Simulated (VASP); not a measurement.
# InO in VASP: notebook, part 3 of 3

VASP 6.6.1. The steps go on from the part before.

### Step 6. Single point, LDA (strain -0.050 along x and y, -0.025 along z)

Input file INCAR:

```
SYSTEM = InO
PREC = Accurate ; ENCUT = 520
EDIFF = 1E-6 ; ISMEAR = 0
SIGMA = 0.03 ; LREAL = .False.
LASPH = .True. ; NELM = 100
ALGO = Normal ; ISIF = 2
LWAVE = .False. ; LCHARG = .False.
GGA = CA ; NBANDS = 27
```

Input file KPOINTS:

```
Automatic mesh
0
Gamma
  12 12 2
  0 0 0
```

Input file POSCAR:

```
InO
1.0
    3.2809331112      0.0000000000      0.0000000000
   -1.6404665556      2.8413714224      0.0000000000
    0.0000000000      0.0000000000     15.4801725000
In O
2 2
Direct
    0.6666666667      0.3333333333      0.5900210000
    0.6666666667      0.3333333333      0.4099790000
    0.0000000000      0.0000000000      0.6398670000
    0.0000000000      0.0000000000      0.3601330000
```

Potentials or basis: VASP PAW LDA potentials, release 64 (In_d, O).

Run with:

```console
$ cat potpaw_LDA.64/In_d/POTCAR potpaw_LDA.64/O/POTCAR > POTCAR
$ mpirun -np 1 vasp_std > vasp.out
```

OUTCAR:

```text
SYSTEM = InO
   PREC = Accurate
   ENCUT = 520
   EDIFF = 1E-6
   ISMEAR = 0
   LREAL = .False.
   LASPH = .True.
   NELM = 100
   ISIF = 2
   GGA = CA

 ion  position               nearest neighbor table
   1  0.667  0.333  0.590-   3 2.05   3 2.05   3 2.05   2 2.79
   2  0.667  0.333  0.410-   4 2.05   4 2.05   4 2.05   1 2.79
   3  0.000  0.000  0.640-   1 2.05   1 2.05   1 2.05
   4  0.000  0.000  0.360-   2 2.05   2 2.05   2 2.05

  LATTYP: Found a hexagonal cell.
 ALAT       =     3.2809331112
 C/A-ratio  =     4.7182225225

  Lattice vectors:

 A1 = (   3.2809331112,   0.0000000000,   0.0000000000)
 A2 = (  -1.6404665556,   2.8413714224,   0.0000000000)
 A3 = (   0.0000000000,   0.0000000000,  15.4801725000)

Analysis of symmetry for initial positions (statically):
=====================================================================
 Subroutine PRICEL returns:
 Original cell was already a primitive cell.

 Routine SETGRP: Setting up the symmetry group for a
 hexagonal supercell.

 Subroutine GETGRP returns: Found 12 space group operations
 (whereof 12 operations were pure point group operations)
 out of a pool of 24 trial point group operations.

The static configuration has the point symmetry D_3h.

Analysis of symmetry for dynamics (positions and initial velocities):
=====================================================================
 Subroutine PRICEL returns:
 Original cell was already a primitive cell.

 Routine SETGRP: Setting up the symmetry group for a
 hexagonal supercell.

 Subroutine GETGRP returns: Found 12 space group operations
 (whereof 12 operations were pure point group operations)
 out of a pool of 24 trial point group operations.

The dynamic configuration has the point symmetry D_3h.

 Subroutine INISYM returns: Found 12 space group operations
 (whereof 12 operations are pure point group operations),
 and found     1 'primitive' translations

----------------------------------------------------------------------------------------

                                     Primitive cell

  volume of cell :     144.3116

  direct lattice vectors                    reciprocal lattice vectors
     3.280933111  0.000000000  0.000000000     0.304791340  0.175971362  0.000000000
    -1.640466556  2.841371422  0.000000000     0.000000000  0.351942725  0.000000000
     0.000000000  0.000000000 15.480172500     0.000000000  0.000000000  0.064598763

  length of vectors
     3.280933111  3.280933111 15.480172500     0.351942725  0.351942725  0.064598763

  position of ions in fractional coordinates (direct lattice)
     0.666666667  0.333333333  0.590021000
     0.666666667  0.333333333  0.409979000
     0.000000000  0.000000000  0.639867000
     0.000000000  0.000000000  0.360133000

  ion indices of the primitive-cell ions
   primitive index   ion index
                 1           1
                 2           2
                 3           3
                 4           4

----------------------------------------------------------------------------------------

 KPOINTS: Automatic mesh

Automatic generation of k-mesh.
 Grid dimensions read from file:
 generate k-points for:   12   12    2

 Generating k-lattice:

  Cartesian coordinates                     Fractional coordinates (reciprocal lattice)
     0.025399278  0.014664280  0.000000000     0.083333333  0.000000000  0.000000000
     0.000000000  0.029328560  0.000000000     0.000000000  0.083333333  0.000000000
     0.000000000  0.000000000  0.032299382     0.000000000  0.000000000  0.500000000

  Length of vectors
     0.029328560  0.029328560  0.032299382

  Shift w.r.t. Gamma in fractional coordinates (k-lattice)
     0.000000000  0.000000000  0.000000000

 Subroutine IBZKPT returns following result:
 ===========================================

 Found     38 irreducible k-points:

 Following reciprocal coordinates:
            Coordinates               Weight
  0.000000  0.000000  0.000000      1.000000
  0.083333 -0.000000  0.000000      6.000000
  0.166667  0.000000  0.000000      6.000000
  0.250000  0.000000  0.000000      6.000000
  0.333333 -0.000000  0.000000      6.000000
  0.416667  0.000000  0.000000      6.000000
[... 16 lines left out ...]
  0.250000  0.000000  0.500000      6.000000
  0.333333 -0.000000  0.500000      6.000000
 [... further k-points ...]
   k-points           NKPTS =     38   k-points in BZ     NKDIM =     38   number of bands    NBANDS=     27
   number of dos      NEDOS =    301   number of ions     NIONS =      4
   total plane-waves  NPLWV =  69120
   dimension x,y,z NGX =    24 NGY =   24 NGZ =  120
   dimension x,y,z NGXF=    48 NGYF=   48 NGZF=  240
   ions per type =               2   2
   NGX,Y,Z   is equivalent  to a cutoff of  12.16, 12.16, 12.89 a.u.
   NGXF,Y,Z  is equivalent  to a cutoff of  24.32, 24.32, 25.77 a.u.
 SYSTEM =  InO
   PREC   = accura    normal or accurate (medium, high low for compatibility)
   ISTART =      0    job   : 0-new  1-cont  2-samecut
   ICHARG =      2    charge: 1-file 2-atom 10-const
   ISPIN  =      1    spin polarized calculation?
   LNONCOLLINEAR =      F non collinear calculations
   LSORBIT =      F    spin-orbit coupling
   LASPH  =      T    aspherical Exc in radial PAW
   ENCUT  =  520.0 eV  38.22 Ry    6.18 a.u.   6.10  6.10 28.78*2*pi/ulx,y,z
   NELM   =    100;   NELMIN=  2; NELMDL= -5     # of ELM steps
   EDIFF  = 0.1E-05   stopping-criterion for ELM
   LREAL  =      F    real-space projection
   EDIFFG = 0.1E-04   stopping-criterion for IOM
   NSW    =      0    number of steps for IOM
   IBRION =     -1    ionic relax: 0-MD 1-quasi-New 2-CG
   NFREE  =      0    steps in history (QN), initial steepest desc. (CG)
   ISIF   =      2    stress and relaxation
   ISYM   =      2    0-nonsym 1-usesym 2-fastsym
   POTIM  = 0.5000    time-step for ionic-motion
   TEBEG  =    0.0;   TEEND  =   0.0 temperature during run
   PSTRESS=    0.0 pullay stress
   NELECT =      38.0000    total number of electrons
   NUPDOWN=      -1.0000    fix difference up-down
   EMIN   =  10.00;   EMAX   =-10.00  energy-range for DOS
   EFERMI =   0.00;   METHOD = LEGACY
   ISMEAR =     0;   SIGMA  =   0.03  broadening in eV -4-tet -1-fermi 0-gaus
   EFERMI_NEDOS =   21; number of points for ismear=-14 and -15
   IALGO  =     38    algorithm
   IMIX   =      4    mixing-type and parameters
     AMIX     =   0.40;   BMIX     =  1.00
     AMIX_MAG =   1.60;   BMIX_MAG =  1.00
  volume/ion in A,a.u.               =      36.08       243.47
  Fermi-wavevector in a.u.,A,eV,Ry     =   1.049306  1.982901 14.980611  1.101044
  Thomas-Fermi vector in A             =   2.184264
   LORBIT       =      0    0 simple, 1 ext, 2 COOP (PROOUT), +10 PAW based schemes
   GGA     = CA    functional components
   LHFCALC =     F    Hartree Fock is set to
   AEXX    =    0.0000 exact exchange contribution
   IVDW    =     0    specifies the selected vdW correction
   LEPSILON=     F    determine dielectric tensor
   LRPA    =     F    only Hartree local field effects (RPA)
 non-spin polarized calculation
 Gauss-broadening in eV      SIGMA  =   0.03
  energy-cutoff  :      520.00
  volume of cell :      144.31
 maximum number of plane-waves:      3936
   NGX = 13   NGY = 13   NGZ = 57

 number of electron      38.0000037 magnetization

 Free energy of the ion-electron system (eV)
  ---------------------------------------------------
  ext. energy  EPLUGINS =         0.00000000
  ---------------------------------------------------
  free energy    TOTEN  =       -22.07914125 eV

  energy without entropy =      -22.07914125  energy(sigma->0) =      -22.07914125

 E-fermi :  -0.9756     XC(G=0):  -5.3803

 val. band max:       -1.1005168126   @ k =   0.3333   0.3333   0.0000
 cond. band min:      -0.7503794618   @ k =   0.0000   0.0000   0.5000
 fundamental gap:      0.3501373507
 Fermi energy:        -0.9755563559

 k-point     1 :       0.0000    0.0000    0.0000
  band No.  band energies     occupation
      1     -19.5610      2.00000
      2     -19.5313      2.00000
      3     -14.9377      2.00000
      4     -14.9377      2.00000
      5     -14.8862      2.00000
      6     -14.8862      2.00000
[... 19 lines left out ...]
     26       9.1371      0.00000
     27       9.1371      0.00000
[... 667 lines left out ...]
      5     -14.6337      2.00000
      6     -14.6151      2.00000
[... 19 lines left out ...]
     26       8.0212      0.00000
     27       8.0558      0.00000

 [... further k-points ...]

------------------------ aborting loop because EDIFF is reached ----------------------------------------

  FORCE on cell =-STRESS in cart. coord.  units (eV):
  Direction    XX          YY          ZZ          XY          YZ          ZX
  --------------------------------------------------------------------------------------
  -------------------------------------------------------------------------------------
  Total        4.4761392      4.4761392      0.9348242      0.0000000      0.0000000     -0.0000000
  in kB       49.6950330     49.6950330     10.3786136      0.0000000      0.0000000     -0.0000000
  external PRESSURE =      36.5895599 kB  Pullay stress =       0.0000000 kB

 VOLUME and BASIS-vectors are now :
 -----------------------------------------------------------------------------
  energy-cutoff  :      520.00
  volume of cell :      144.31
      direct lattice vectors                 reciprocal lattice vectors
     3.280933111  0.000000000  0.000000000     0.304791340  0.175971362  0.000000000
    -1.640466556  2.841371422  0.000000000     0.000000000  0.351942725  0.000000000
     0.000000000  0.000000000 15.480172500     0.000000000  0.000000000  0.064598763

 POSITION                                       TOTAL-FORCE (eV/Angst)
 -----------------------------------------------------------------------------------
      1.64047      0.94712      9.13363        -0.000000      0.000000     -0.773396
      1.64047      0.94712      6.34655        -0.000000      0.000000      0.773396
      0.00000      0.00000      9.90525         0.000000     -0.000000      0.727872
      0.00000      0.00000      5.57492         0.000000     -0.000000     -0.727872
 -----------------------------------------------------------------------------------
    total drift:                               -0.000001      0.000001      0.000000

  FREE ENERGIE OF THE ION-ELECTRON SYSTEM (eV)
  ---------------------------------------------------
  free  energy   TOTEN  =       -22.0791412451 eV

  energy  without entropy=      -22.0791412451  energy(sigma->0) =      -22.07914125
```

OSZICAR:

```text
N       E                     dE             d eps       ncg     rms          rms(c)
DAV:   1     0.409444383820E+03    0.40944E+03   -0.18330E+04  2060   0.149E+03
DAV:   2     0.400066219819E+02   -0.36944E+03   -0.35471E+03  2273   0.394E+02
DAV:   3    -0.228556195147E+02   -0.62862E+02   -0.62044E+02  2450   0.181E+02
[... 13 lines left out ...]
DAV:  17    -0.220790920269E+02   -0.43680E-04   -0.57507E-06  2329   0.240E-02    0.575E-03
DAV:  18    -0.220791341751E+02   -0.42148E-04   -0.35595E-06  2228   0.102E-02    0.176E-03
DAV:  19    -0.220791396097E+02   -0.54346E-05   -0.28752E-07  1794   0.411E-03    0.870E-04
DAV:  20    -0.220791409638E+02   -0.13541E-05   -0.57850E-08  1609   0.229E-03    0.441E-04
DAV:  21    -0.220791412451E+02   -0.28130E-06   -0.20686E-08  1727   0.171E-03
   1 F= -.22079141E+02 E0= -.22079141E+02  d E =-.684099E-11
```

stdout:

```text
POSCAR found type information on POSCAR InO
 POSCAR found :  2 types and       4 ions
 scaLAPACK will be used
 LDA part: xc-table for (Slater(with rela. corr.)+CA(PZ))
 , standard interpolation
 POSCAR, INCAR and KPOINTS ok, starting setup
 FFT: planning ... GRIDC
 FFT: planning ... GRID_SOFT
 FFT: planning ... GRID
 WAVECAR not read
 entering main loop
```

It took 2.3 min on 1 thread of Intel Xeon Platinum 8259CL at 2.50GHz (Skylake/Cascade Lake), shared host; peak memory 0.28 GiB.

What came out:

| Item | Value |
| --- | --- |
| Free energy | -22.0791 eV |
| Largest force | 0.773 eV/Å |
| Band gap on the k mesh | 0.35 eV, indirect (least direct gap 1.47 eV) |

Forces on the atoms (eV/Å):
```
In   0.000  0.000 -0.773
In   0.000  0.000  0.773
O    0.000  0.000  0.728
O    0.000  0.000 -0.728
```

Caveat: the cell differs from its parent crystal (strain -0.050 along x and y, -0.025 along z); spin-orbit coupling is left out, which moves the levels of the heavy elements.

### Step 7. Overview

```csv
cell,gap on the mesh (eV),largest force (eV/Å)
"a = 3.367, b = 3.367, c = 16.671 Å, angles 90.0, 90.0, 120.0°, 4 atoms",0.05,0.45
"a = 3.540, b = 3.540, c = 15.083 Å, angles 90.0, 90.0, 120.0°, 4 atoms",0.34,0.93
"a = 3.281, b = 3.281, c = 16.671 Å, angles 90.0, 90.0, 120.0°, 4 atoms",none,0.93
"a = 3.281, b = 3.281, c = 15.083 Å, angles 90.0, 90.0, 120.0°, 4 atoms",0.47,0.95
"a = 3.281, b = 3.281, c = 15.480 Å, angles 90.0, 90.0, 120.0°, 4 atoms",0.35,0.77
```

Alike in all rows: task single point; level LDA; potentials or basis VASP PAW LDA potentials, release 64 (In_d, O); no spin polarisation; k mesh 12 × 12 × 2; cutoff (eV) 520; smearing gaussian 0.03 eV.

Caveats: spin-orbit coupling is left out, which moves the levels of the heavy elements.

Absolute energies hang on the potentials; compare differences alone.
